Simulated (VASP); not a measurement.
**Nb16H (a cell with a defect): single point with PBE+D3(BJ)**

System: Nb16H (a cell with a defect).

```
Nb H
1.0
     6.60000    0.00000    0.00000
     0.00000    6.60000    0.00000
     0.00000    0.00000    6.60000
Nb H
16 1
Direct
  0.00118 0.99863 0.00009
  0.49960 0.00180 0.00010
  0.99798 0.50021 0.00009
  0.00365 0.99622 0.50009
  0.25003 0.25131 0.24990
  0.49092 0.50887 0.00010
  0.50138 0.99954 0.50010
  0.75411 0.24567 0.26343
  0.00033 0.49851 0.50009
  0.24794 0.75194 0.24871
  0.25003 0.25131 0.75028
  0.49912 0.50075 0.50009
  0.74857 0.74978 0.24991
  0.75412 0.24567 0.73676
  0.24795 0.75194 0.75149
  0.74857 0.74978 0.75028
  0.69134 0.30851 0.00009
```

| Property | Result |
| --- | --- |
| Program | VASP 6.6.1 |
| Task | single point |
| Functional | PBE |
| Dispersion | D3(BJ) |
| Potentials or basis | VASP PAW PBE potentials, release 64 (Nb_sv, H) |
| Cutoff | 520 eV |
| k mesh | 3 × 3 × 3 |
| Occupations | fermi-dirac, width 0.15 eV |
| Spin | no spin polarisation |
| Dipole correction | no |
| Further INCAR settings | LREAL = Auto; ALGO = Normal; EDIFF = 1e-07; NBANDS = 118 |

The pressure is -3.7 GPa, the largest force is 0.019 eV/Å and the band gap on the k mesh is zero (an odd number of electrons rules out a gap without spin polarisation). The dispersion energy per atom is -0.707 eV.

Forces in eV/Å, atoms in the order of the input:
```
Nb  -0.006  0.007  0.000
Nb  -0.006  0.007  0.000
Nb  -0.005  0.007  0.000
Nb  -0.004  0.003  0.000
Nb   0.000  0.000 -0.003
Nb   0.002  0.000  0.000
Nb  -0.008 -0.017  0.000
Nb   0.003 -0.001 -0.003
Nb   0.015  0.006  0.000
Nb  -0.003  0.001  0.002
Nb   0.000  0.000  0.003
Nb   0.010 -0.011  0.000
Nb  -0.001  0.000 -0.003
Nb   0.003 -0.001  0.002
Nb  -0.003  0.001 -0.003
Nb  -0.001  0.000  0.003
H    0.003 -0.002  0.000
```

Stress tensor (GPa, compression positive):
```
-4.32 -0.61  0.00
-0.61 -4.32  0.00
 0.00  0.00 -2.55
```

Levels at points of the mesh, in eV from the Fermi level:
```csv
k point,band 101,band 102,band 103,band 104,band 105,band 106,band 107,band 108
"(0.00, 0.00, 0.00)",0.61,0.77,0.81,0.82,0.85,0.87,0.91,0.91
```

It took 45 min on 1 thread of Intel Xeon 8259CL (shared host), peak memory 0.54 GiB.
